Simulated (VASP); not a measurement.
# BN (F-43m) in VASP: notebook, part 2 of 2

VASP 6.6.1. The steps go on from the part before.

## Step 3: Single point, r2SCAN

POSCAR

```
BN
1.0
    7.2115910000      0.0000000000      0.0000000000
    0.0000000000      7.2115910000      0.0000000000
    0.0000000000      0.0000000000      7.2115910000
B N
32 32
Direct
    0.0000000000      0.0000000000      0.0000000000
    0.0000000000      0.0000000000      0.5000000000
    0.0000000000      0.5000000000      0.0000000000
    0.0000000000      0.5000000000      0.5000000000
    0.5000000000      0.0000000000      0.0000000000
    0.5000000000      0.0000000000      0.5000000000
    0.5000000000      0.5000000000      0.0000000000
    0.5000000000      0.5000000000      0.5000000000
    0.2500000000      0.2500000000      0.0000000000
    0.2500000000      0.2500000000      0.5000000000
    0.2500000000      0.7500000000      0.0000000000
    0.2500000000      0.7500000000      0.5000000000
    0.7500000000      0.2500000000      0.0000000000
    0.7500000000      0.2500000000      0.5000000000
    0.7500000000      0.7500000000      0.0000000000
    0.7500000000      0.7500000000      0.5000000000
    0.2500000000      0.0000000000      0.2500000000
    0.2500000000      0.0000000000      0.7500000000
    0.2500000000      0.5000000000      0.2500000000
    0.2500000000      0.5000000000      0.7500000000
    0.7500000000      0.0000000000      0.2500000000
    0.7500000000      0.0000000000      0.7500000000
    0.7500000000      0.5000000000      0.2500000000
    0.7500000000      0.5000000000      0.7500000000
    0.0000000000      0.2500000000      0.2500000000
    0.0000000000      0.2500000000      0.7500000000
    0.0000000000      0.7500000000      0.2500000000
    0.0000000000      0.7500000000      0.7500000000
    0.5000000000      0.2500000000      0.2500000000
    0.5000000000      0.2500000000      0.7500000000
    0.5000000000      0.7500000000      0.2500000000
    0.5000000000      0.7500000000      0.7500000000
    0.1250000000      0.1250000000      0.1250000000
    0.1250000000      0.1250000000      0.6250000000
    0.1250000000      0.6250000000      0.1250000000
    0.1250000000      0.6250000000      0.6250000000
    0.6250000000      0.1250000000      0.1250000000
    0.6250000000      0.1250000000      0.6250000000
    0.6250000000      0.6250000000      0.1250000000
    0.6250000000      0.6250000000      0.6250000000
    0.3750000000      0.3750000000      0.1250000000
    0.3750000000      0.3750000000      0.6250000000
    0.3750000000      0.8750000000      0.1250000000
    0.3750000000      0.8750000000      0.6250000000
    0.8750000000      0.3750000000      0.1250000000
    0.8750000000      0.3750000000      0.6250000000
    0.8750000000      0.8750000000      0.1250000000
    0.8750000000      0.8750000000      0.6250000000
    0.3750000000      0.1250000000      0.3750000000
    0.3750000000      0.1250000000      0.8750000000
    0.3750000000      0.6250000000      0.3750000000
    0.3750000000      0.6250000000      0.8750000000
    0.8750000000      0.1250000000      0.3750000000
    0.8750000000      0.1250000000      0.8750000000
    0.8750000000      0.6250000000      0.3750000000
    0.8750000000      0.6250000000      0.8750000000
    0.1250000000      0.3750000000      0.3750000000
    0.1250000000      0.3750000000      0.8750000000
    0.1250000000      0.8750000000      0.3750000000
    0.1250000000      0.8750000000      0.8750000000
    0.6250000000      0.3750000000      0.3750000000
    0.6250000000      0.3750000000      0.8750000000
    0.6250000000      0.8750000000      0.3750000000
    0.6250000000      0.8750000000      0.8750000000
```

INCAR.step1

```
PREC = Accurate
ENCUT = 520
ISMEAR = -1
SIGMA = 0.05
LREAL = Auto
LASPH = True
NELM = 80
NBANDS = 166
GGA = PE
ALGO = Normal
EDIFF = 1E-4
LWAVE = True
LCHARG = False
```

INCAR.step2

```
PREC = Accurate
ENCUT = 520
EDIFF = 1E-7
ISMEAR = -1
SIGMA = 0.05
LREAL = Auto
LASPH = True
NELM = 80
ALGO = Normal
ISIF = 2
LWAVE = False
LCHARG = True
METAGGA = R2SCAN
LMIXTAU = True
LELF = True
LVHAR = True
NBANDS = 166
ISTART = 1
```

KPOINTS

```
regular mesh
0
Gamma
  1 1 1
```

Potentials or basis: VASP PAW PBE potentials, release 64 (B, N).

Run with:

```sh
$ cat potpaw_PBE.64/B/POTCAR potpaw_PBE.64/N/POTCAR > POTCAR
$ cp INCAR.step1 INCAR
$ mpirun -np 1 vasp_gam > vasp.out
$ cp INCAR.step2 INCAR
$ mpirun -np 1 vasp_gam > vasp.out
```

OUTCAR:

```text
PREC = Accurate
   ENCUT = 520
   EDIFF = 1E-7
   ISMEAR = -1
   LREAL = Auto
   LASPH = True
   NELM = 80
   ISIF = 2
   METAGGA = R2SCAN
   ISTART = 1

 ion  position               nearest neighbor table
   1  0.000  0.000  0.000-  33 1.56  47 1.56  54 1.56  60 1.56
   2  0.000  0.000  0.500-  34 1.56  48 1.56  53 1.56  59 1.56
   3  0.000  0.500  0.000-  35 1.56  45 1.56  56 1.56  58 1.56
   4  0.000  0.500  0.500-  36 1.56  46 1.56  55 1.56  57 1.56
   5  0.500  0.000  0.000-  37 1.56  43 1.56  50 1.56  64 1.56
   6  0.500  0.000  0.500-  38 1.56  44 1.56  49 1.56  63 1.56
[... 56 lines left out ...]
  63  0.625  0.875  0.375-   6 1.56  16 1.56  21 1.56  31 1.56
  64  0.625  0.875  0.875-   5 1.56  15 1.56  22 1.56  32 1.56

  LATTYP: Found a simple cubic cell.
 ALAT       =     7.2115910000

  Lattice vectors:

 A1 = (   7.2115910000,   0.0000000000,   0.0000000000)
 A2 = (   0.0000000000,   7.2115910000,   0.0000000000)
 A3 = (   0.0000000000,   0.0000000000,   7.2115910000)

Analysis of symmetry for initial positions (statically):
=====================================================================
 Subroutine PRICEL returns following result:

  LATTYP: Found a face centered cubic cell.
 ALAT       =     3.6057955000

  Lattice vectors:

 A1 = (   1.8028977500,  -1.8028977500,   0.0000000000)
 A2 = (   1.8028977500,   0.0000000000,   1.8028977500)
 A3 = (   0.0000000000,  -1.8028977500,   1.8028977500)

  32 primitive cells build up your supercell.

 Routine SETGRP: Setting up the symmetry group for a
 simple cubic supercell.

 Subroutine GETGRP returns: Found 24 space group operations
 (whereof 24 operations were pure point group operations)
 out of a pool of 48 trial point group operations.
[... 118 lines left out ...]
   IALGO  =     38    algorithm
   IMIX   =      4    mixing-type and parameters
     AMIX     =   0.40;   BMIX     =  1.00
     AMIX_MAG =   1.60;   BMIX_MAG =  1.00
  volume/ion in A,a.u.               =       5.86        39.55
  Fermi-wavevector in a.u.,A,eV,Ry     =   1.441420  2.723888 28.268692  2.077690
  Thomas-Fermi vector in A             =   2.560054
   LORBIT       =      0    0 simple, 1 ext, 2 COOP (PROOUT), +10 PAW based schemes
   METAGGA = R2SCAN    functional components
   LHFCALC =     F    Hartree Fock is set to
   AEXX    =    0.0000 exact exchange contribution
   IVDW    =     0    specifies the selected vdW correction
   LEPSILON=     F    determine dielectric tensor
   LRPA    =     F    only Hartree local field effects (RPA)
 non-spin polarized calculation
  energy-cutoff  :      520.00
  volume of cell :      375.05
 maximum number of plane-waves:      5030
 NGX is ok and might be reduce to    54
   NGX = 27   NGY = 27   NGZ = 27

 number of electron     256.0000103 magnetization

 Free energy of the ion-electron system (eV)
  ---------------------------------------------------
  ext. energy  EPLUGINS =         0.00000000
  ---------------------------------------------------
  free energy    TOTEN  =      -610.81304743 eV

  energy without entropy =     -610.81304743  energy(sigma->0) =     -610.81304743

 E-fermi :   8.7240     XC(G=0): -13.6746

 val. band max:        7.3766477605   @ k =   0.0000   0.0000   0.0000
 cond. band min:      12.3332863400   @ k =   0.0000   0.0000   0.0000
 fundamental gap:      4.9566385795
 Fermi energy:         8.7239831162

 k-point     1 :       0.0000    0.0000    0.0000
  band No.  band energies     occupation
      1     -14.0160      2.00000
      2     -11.9717      2.00000
      3     -11.9717      2.00000
      4     -11.9717      2.00000
      5     -11.9717      2.00000
      6     -11.9717      2.00000
[... 132 lines left out ...]
    139      16.9097      0.00000
    140      16.9097      0.00000
 [bands above 140 left out]

------------------------ aborting loop because EDIFF is reached ----------------------------------------

  FORCE on cell =-STRESS in cart. coord.  units (eV):
  Direction    XX          YY          ZZ          XY          YZ          ZX
  --------------------------------------------------------------------------------------
  -------------------------------------------------------------------------------------
  Total        8.1993301      8.1993301      8.1993301      0.0000000      0.0000000     -0.0000000
  in kB       35.0264152     35.0264152     35.0264152      0.0000000      0.0000000     -0.0000000
  external PRESSURE =      35.0264152 kB  Pullay stress =       0.0000000 kB

 VOLUME and BASIS-vectors are now :
 -----------------------------------------------------------------------------
  energy-cutoff  :      520.00
  volume of cell :      375.05
      direct lattice vectors                 reciprocal lattice vectors
     7.211591000  0.000000000  0.000000000     0.138665656  0.000000000  0.000000000
     0.000000000  7.211591000  0.000000000     0.000000000  0.138665656  0.000000000
     0.000000000  0.000000000  7.211591000     0.000000000  0.000000000  0.138665656

 POSITION                                       TOTAL-FORCE (eV/Angst)
 -----------------------------------------------------------------------------------
      0.00000      0.00000      0.00000        -0.000000      0.000000     -0.000000
      0.00000      0.00000      3.60580        -0.000000      0.000000     -0.000000
      0.00000      3.60580      0.00000        -0.000000      0.000000     -0.000000
      0.00000      3.60580      3.60580        -0.000000      0.000000     -0.000000
      3.60580      0.00000      0.00000        -0.000000      0.000000     -0.000000
      3.60580      0.00000      3.60580        -0.000000      0.000000     -0.000000
[... 56 lines left out ...]
      4.50724      6.31014      2.70435         0.000000      0.000000      0.000000
      4.50724      6.31014      6.31014         0.000000      0.000000      0.000000
 -----------------------------------------------------------------------------------
    total drift:                               -0.000000     -0.000000     -0.000000

  FREE ENERGIE OF THE ION-ELECTRON SYSTEM (eV)
  ---------------------------------------------------
  free  energy   TOTEN  =      -610.8130474323 eV

  energy  without entropy=     -610.8130474323  energy(sigma->0) =     -610.81304743
```

OSZICAR.step1:

```text
N       E                     dE             d eps       ncg     rms          rms(c)
DAV:   1     0.212394089841E+04    0.21239E+04   -0.15934E+05   332   0.161E+03
DAV:   2    -0.428132384029E+03   -0.25521E+04   -0.24361E+04   434   0.408E+02
DAV:   3    -0.585347287150E+03   -0.15721E+03   -0.15599E+03   408   0.104E+02
DAV:   4    -0.587953042651E+03   -0.26058E+01   -0.25990E+01   392   0.139E+01
DAV:   5    -0.587996027923E+03   -0.42985E-01   -0.42905E-01   400   0.161E+00    0.386E+01
DAV:   6    -0.558469132820E+03    0.29527E+02   -0.92520E+01   384   0.213E+01    0.186E+01
DAV:   7    -0.556142353354E+03    0.23268E+01   -0.48424E+00   392   0.600E+00    0.110E+01
DAV:   8    -0.555685279683E+03    0.45707E+00   -0.15676E+00   384   0.316E+00    0.119E+00
DAV:   9    -0.555652981881E+03    0.32298E-01   -0.77038E-02   392   0.721E-01    0.471E-01
DAV:  10    -0.555656337414E+03   -0.33555E-02   -0.11156E-02   416   0.268E-01    0.145E-01
DAV:  11    -0.555656214039E+03    0.12338E-03   -0.26792E-03   376   0.116E-01    0.442E-02
DAV:  12    -0.555656236890E+03   -0.22851E-04   -0.17382E-04   248   0.393E-02
   1 F= -.55565624E+03 E0= -.55565624E+03  d E =-.534078E-10
```

Wall time 7.3 min (1 thread of Intel Xeon 6975P-C, shared host); peak memory 0.43 GiB.

What came out:

* Free energy: -610.8130 eV
* Pressure: 3.5 GPa
* Band gap on the k mesh: 4.96 eV

Levels at points of the mesh, in eV from the valence-band top:
```tsv
k point	band 125	band 126	band 127	band 128	band 129	band 130	band 131	band 132
(0.00, 0.00, 0.00)	-2.04	0.00	0.00	0.00	4.96	4.96	4.96	7.42
```

Caveat: the k points lie up to 0.87 Å⁻¹ apart; the PAW data sets were made with another functional, which shifts forces and pressure a little. A k mesh can miss the band edges.
